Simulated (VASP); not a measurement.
# Te (R-3) in VASP: single point with PBE

Aim: the single point of Te with PBE.

Everything below comes from runs of VASP 6.6.1. Logs are shortened: lines on timing, memory, paths and dates and some standing lists are left out, and cuts for length are marked.

## Step 1: The cell of the first run

It takes space group R-3 (No. 148, trigonal). Conventional cell: a = 12.131 Å, b = 12.131 Å, c = 5.224 Å, α = 90.00°, β = 90.00°, γ = 120.00°. Within 3.8 Å of Te (site symmetry 1) lie 5 Te at 2.91 to 3.52 Å.

## Step 2: Single point, PBE

File INCAR:

```
PREC = Accurate ; ENCUT = 520
EDIFF = 1E-7 ; ISMEAR = 0
SIGMA = 0.02 ; LREAL = False
LASPH = True ; NELM = 60
ALGO = Normal ; ISIF = 2
LWAVE = False ; LCHARG = True
GGA = PE ; LELF = True
LVHAR = True ; NBANDS = 27
```

File KPOINTS:

```
regular mesh
0
Gamma
  6 6 6
```

File POSCAR:

```
Te
1.0
    6.0656846932      3.5020246904      1.7412583998
   -6.0656846932      3.5020246904      1.7412583998
    0.0000000000     -7.0040493809      1.7412583997
Te
6
Direct
    0.5853333925      0.3202907207      0.1751917936
    0.1751917936      0.5853333925      0.3202907207
    0.3202907207      0.1751917936      0.5853333925
    0.4146666075      0.6797092793      0.8248082064
    0.8248082064      0.4146666075      0.6797092793
    0.6797092793      0.8248082064      0.4146666075
```

Potentials or basis: VASP PAW PBE potentials, release 64 (Te).

Launch:

```console
$ cat potpaw_PBE.64/Te/POTCAR > POTCAR
$ mpirun -np 1 vasp_std > vasp.out
```

OUTCAR:

```text
PREC = Accurate
   ENCUT = 520
   EDIFF = 1E-7
   ISMEAR = 0
   LREAL = False
   LASPH = True
   NELM = 60
   ISIF = 2
   GGA = PE

 ion  position               nearest neighbor table
   1  0.585  0.320  0.175-   6 2.91   5 2.91   2 3.29   3 3.29   4 3.52
   2  0.175  0.585  0.320-   6 2.91   4 2.91   1 3.29   3 3.29   5 3.52
   3  0.320  0.175  0.585-   5 2.91   4 2.91   2 3.29   1 3.29   6 3.52
   4  0.415  0.680  0.825-   3 2.91   2 2.91   5 3.29   6 3.29   1 3.52
   5  0.825  0.415  0.680-   3 2.91   1 2.91   4 3.29   6 3.29   2 3.52
   6  0.680  0.825  0.415-   2 2.91   1 2.91   5 3.29   4 3.29   3 3.52

  LATTYP: Found a trigonal (rhomboedric) cell.
 ALAT       =     7.2172493752
 COS(alpha) =    -0.4126879300

  Lattice vectors:

 A1 = (   6.0656846932,   3.5020246904,   1.7412583998)
 A2 = (  -6.0656846932,   3.5020246904,   1.7412583998)
 A3 = (   0.0000000000,  -7.0040493809,   1.7412583997)

Analysis of symmetry for initial positions (statically):
=====================================================================
 Subroutine PRICEL returns:
 Original cell was already a primitive cell.

 Routine SETGRP: Setting up the symmetry group for a
 trigonal (rhombohedral) supercell.

 Subroutine GETGRP returns: Found  6 space group operations
 (whereof  6 operations were pure point group operations)
 out of a pool of 12 trial point group operations.

The static configuration has the point symmetry S_6 .

Analysis of symmetry for dynamics (positions and initial velocities):
=====================================================================
 Subroutine PRICEL returns:
 Original cell was already a primitive cell.

 Routine SETGRP: Setting up the symmetry group for a
 trigonal (rhombohedral) supercell.

 Subroutine GETGRP returns: Found  6 space group operations
 (whereof  6 operations were pure point group operations)
 out of a pool of 12 trial point group operations.

The dynamic configuration has the point symmetry S_6 .

 Subroutine INISYM returns: Found  6 space group operations
 (whereof  6 operations are pure point group operations),
 and found     1 'primitive' translations

----------------------------------------------------------------------------------------

                                     Primitive cell

  volume of cell :     221.9287

  direct lattice vectors                    reciprocal lattice vectors
     6.065684693  3.502024690  1.741258400     0.082430925  0.047591517  0.191432434
    -6.065684693  3.502024690  1.741258400    -0.082430925  0.047591517  0.191432434
     0.000000000 -7.004049381  1.741258400     0.000000000 -0.095183033  0.191432434

  length of vectors
     7.217249375  7.217249375  7.217249375     0.213790053  0.213790053  0.213790053

  position of ions in fractional coordinates (direct lattice)
     0.585333392  0.320290721  0.175191794
     0.175191794  0.585333392  0.320290721
     0.320290721  0.175191794  0.585333392
     0.414666608  0.679709279  0.824808206
     0.824808206  0.414666608  0.679709279
     0.679709279  0.824808206  0.414666608

  ion indices of the primitive-cell ions
   primitive index   ion index
                 1           1
                 2           2
                 3           3
                 4           4
                 5           5
                 6           6

----------------------------------------------------------------------------------------

 KPOINTS: regular mesh

Automatic generation of k-mesh.
 Grid dimensions read from file:
 generate k-points for:    6    6    6

 Generating k-lattice:

  Cartesian coordinates                     Fractional coordinates (reciprocal lattice)
     0.013738487  0.007931919  0.031905406     0.166666667 -0.000000000  0.000000000
    -0.013738487  0.007931919  0.031905406    -0.000000000  0.166666667  0.000000000
     0.000000000 -0.015863839  0.031905406     0.000000000  0.000000000  0.166666667

  Length of vectors
     0.035631675  0.035631675  0.035631675

  Shift w.r.t. Gamma in fractional coordinates (k-lattice)
     0.000000000  0.000000000  0.000000000

 Subroutine IBZKPT returns following result:
 ===========================================

 Found     40 irreducible k-points:

 Following reciprocal coordinates:
            Coordinates               Weight
  0.000000  0.000000  0.000000      1.000000
  0.166667  0.000000  0.000000      6.000000
  0.333333  0.000000  0.000000      6.000000
  0.500000  0.000000 -0.000000      3.000000
  0.166667  0.166667  0.000000      6.000000
  0.333333  0.166667  0.000000      6.000000
[... 16 lines left out ...]
  0.333333  0.333333  0.166667      6.000000
  0.500000  0.333333  0.166667      6.000000
 [... further k-points ...]
   k-points           NKPTS =     40   k-points in BZ     NKDIM =     40   number of bands    NBANDS=     27
   number of dos      NEDOS =    301   number of ions     NIONS =      6
   total plane-waves  NPLWV = 157464
   dimension x,y,z NGX =    54 NGY =   54 NGZ =   54
   dimension x,y,z NGXF=   108 NGYF=  108 NGZF=  108
   ions per type =               6
   NGX,Y,Z   is equivalent  to a cutoff of  12.44, 12.44, 12.44 a.u.
   NGXF,Y,Z  is equivalent  to a cutoff of  24.88, 24.88, 24.88 a.u.
 SYSTEM =  unknown system
   PREC   = accura    normal or accurate (medium, high low for compatibility)
   ISTART =      0    job   : 0-new  1-cont  2-samecut
   ICHARG =      2    charge: 1-file 2-atom 10-const
   ISPIN  =      1    spin polarized calculation?
   LNONCOLLINEAR =      F non collinear calculations
   LSORBIT =      F    spin-orbit coupling
   LASPH  =      T    aspherical Exc in radial PAW
   ENCUT  =  520.0 eV  38.22 Ry    6.18 a.u.  13.42 13.42 13.42*2*pi/ulx,y,z
   NELM   =     60;   NELMIN=  2; NELMDL= -5     # of ELM steps
   EDIFF  = 0.1E-06   stopping-criterion for ELM
   LREAL  =      F    real-space projection
   EDIFFG = 0.1E-05   stopping-criterion for IOM
   NSW    =      0    number of steps for IOM
   IBRION =     -1    ionic relax: 0-MD 1-quasi-New 2-CG
   NFREE  =      0    steps in history (QN), initial steepest desc. (CG)
   ISIF   =      2    stress and relaxation
   ISYM   =      2    0-nonsym 1-usesym 2-fastsym
   POTIM  = 0.5000    time-step for ionic-motion
   TEBEG  =    0.0;   TEEND  =   0.0 temperature during run
   PSTRESS=    0.0 pullay stress
   NELECT =      36.0000    total number of electrons
   NUPDOWN=      -1.0000    fix difference up-down
   EMIN   =  10.00;   EMAX   =-10.00  energy-range for DOS
   EFERMI =   0.00;   METHOD = LEGACY
   ISMEAR =     0;   SIGMA  =   0.02  broadening in eV -4-tet -1-fermi 0-gaus
   EFERMI_NEDOS =   21; number of points for ismear=-14 and -15
   IALGO  =     38    algorithm
   IMIX   =      4    mixing-type and parameters
     AMIX     =   0.40;   BMIX     =  1.00
     AMIX_MAG =   1.60;   BMIX_MAG =  1.00
  volume/ion in A,a.u.               =      36.99       249.61
  Fermi-wavevector in a.u.,A,eV,Ry     =   0.892835  1.687213 10.845941  0.797154
  Thomas-Fermi vector in A             =   2.014835
   LORBIT       =      0    0 simple, 1 ext, 2 COOP (PROOUT), +10 PAW based schemes
   GGA     = PE    functional components
   LHFCALC =     F    Hartree Fock is set to
   AEXX    =    0.0000 exact exchange contribution
   IVDW    =     0    specifies the selected vdW correction
   LEPSILON=     F    determine dielectric tensor
   LRPA    =     F    only Hartree local field effects (RPA)
 non-spin polarized calculation
 Gauss-broadening in eV      SIGMA  =   0.02
  energy-cutoff  :      520.00
  volume of cell :      221.93
 maximum number of plane-waves:      6018
 NGX is ok and might be reduce to    54
   NGX = 27   NGY = 27   NGZ = 27

 number of electron      36.0000002 magnetization

 Free energy of the ion-electron system (eV)
  ---------------------------------------------------
  ext. energy  EPLUGINS =         0.00000000
  ---------------------------------------------------
  free energy    TOTEN  =       -18.72338539 eV

  energy without entropy =      -18.72338539  energy(sigma->0) =      -18.72338539

 E-fermi :   4.8401     XC(G=0):  -8.6084

 val. band max:        4.7403106055   @ k =   0.5000   0.0000  -0.3333
 cond. band min:       5.3435104432   @ k =   0.3333  -0.1667  -0.3333
 fundamental gap:      0.6031998377
 Fermi energy:         4.8400910188

 k-point     1 :       0.0000    0.0000    0.0000
  band No.  band energies     occupation
      1      -8.3853      2.00000
      2      -6.3242      2.00000
      3      -6.3242      2.00000
      4      -5.4399      2.00000
      5      -5.4399      2.00000
      6      -5.2140      2.00000
[... 19 lines left out ...]
     26       9.4763      0.00000
     27      10.2542      0.00000

 k-point     2 :       0.1667    0.0000    0.0000
  band No.  band energies     occupation
      1      -8.2771      2.00000
      2      -6.5210      2.00000
      3      -6.3760      2.00000
      4      -5.6153      2.00000
      5      -5.2639      2.00000
      6      -5.0217      2.00000
[... 19 lines left out ...]
     26       9.7697      0.00000
     27      10.0985      0.00000

 k-point     3 :       0.3333    0.0000    0.0000
  band No.  band energies     occupation
      1      -7.9872      2.00000
      2      -6.8880      2.00000
      3      -6.4987      2.00000
      4      -5.7703      2.00000
      5      -5.0409      2.00000
      6      -4.8121      2.00000
[... 19 lines left out ...]
     26      10.3333      0.00000
     27      10.5707      0.00000

 k-point     4 :       0.5000    0.0000   -0.0000
  band No.  band energies     occupation
      1      -7.7362      2.00000
      2      -7.1574      2.00000
      3      -6.5650      2.00000
      4      -5.8201      2.00000
      5      -4.9738      2.00000
      6      -4.7175      2.00000
[... 19 lines left out ...]
     26      10.7164      0.00000
     27      10.9301      0.00000
[... 516 lines left out ...]
      4      -5.7360      2.00000
      5      -5.3600      2.00000
      6      -4.5994      2.00000
[... 19 lines left out ...]
     26       9.4530      0.00000
     27       9.8944      0.00000

 k-point    23 :       0.3333    0.3333    0.1667
  band No.  band energies     occupation
      1      -7.5059      2.00000
      2      -7.4726      2.00000
      3      -7.0869      2.00000
      4      -5.3163      2.00000
      5      -4.9237      2.00000
      6      -4.6506      2.00000
[... 19 lines left out ...]
     26       8.8734      0.00000
     27       9.1634      0.00000

 k-point    24 :       0.5000    0.3333    0.1667
  band No.  band energies     occupation
      1      -7.7958      2.00000
      2      -7.3104      2.00000
      3      -6.9038      2.00000
      4      -5.5955      2.00000
      5      -4.9943      2.00000
      6      -4.3127      2.00000
[... 19 lines left out ...]
     26       8.8511      0.00000
     27       9.6326      0.00000

 [... further k-points ...]
[... 5 lines left out ...]
  --------------------------------------------------------------------------------------
  -------------------------------------------------------------------------------------
  Total       -0.0146596     -0.0146596     -0.0238947     -0.0000001      0.0000000     -0.0000000
  in kB       -0.1058325     -0.1058325     -0.1725036     -0.0000004      0.0000000     -0.0000000
  external PRESSURE =      -0.1280562 kB  Pullay stress =       0.0000000 kB

 VOLUME and BASIS-vectors are now :
 -----------------------------------------------------------------------------
  energy-cutoff  :      520.00
  volume of cell :      221.93
      direct lattice vectors                 reciprocal lattice vectors
     6.065684693  3.502024690  1.741258400     0.082430925  0.047591517  0.191432434
    -6.065684693  3.502024690  1.741258400    -0.082430925  0.047591517  0.191432434
     0.000000000 -7.004049381  1.741258400     0.000000000 -0.095183033  0.191432434

 POSITION                                       TOTAL-FORCE (eV/Angst)
 -----------------------------------------------------------------------------------
      1.60767      1.94447      1.88198         0.003168      0.001999     -0.003266
     -2.48779      0.42005      1.88198        -0.003315      0.001744     -0.003266
      0.88012     -2.36451      1.88198         0.000147     -0.003743     -0.003266
     -1.60767     -1.94447      3.34180        -0.003168     -0.001999      0.003266
      2.48779     -0.42005      3.34180         0.003315     -0.001744      0.003266
     -0.88012      2.36451      3.34180        -0.000147      0.003743      0.003266
 -----------------------------------------------------------------------------------
    total drift:                                0.000000     -0.000000     -0.000000

  FREE ENERGIE OF THE ION-ELECTRON SYSTEM (eV)
  ---------------------------------------------------
  free  energy   TOTEN  =       -18.7233853904 eV

  energy  without entropy=      -18.7233853904  energy(sigma->0) =      -18.72338539
```

Wall time 9.7 min (1 thread of Intel Xeon 8259CL, shared host); peak memory 0.48 GiB.

Results:

```
Free energy            : -18.7234 eV
Pressure               : 0.0 GPa
Largest force          : 0.005 eV/Å
Band gap on the k mesh : 0.60 eV (least direct gap 0.71 eV)
```

Forces on the atoms (eV/Å):
```
Te   0.003  0.002 -0.003
Te  -0.003  0.002 -0.003
Te   0.000 -0.004 -0.003
Te  -0.003 -0.002  0.003
Te   0.003 -0.002  0.003
Te   0.000  0.004  0.003
```

Caveat: spin-orbit coupling is left out, which moves the levels of the heavy elements.
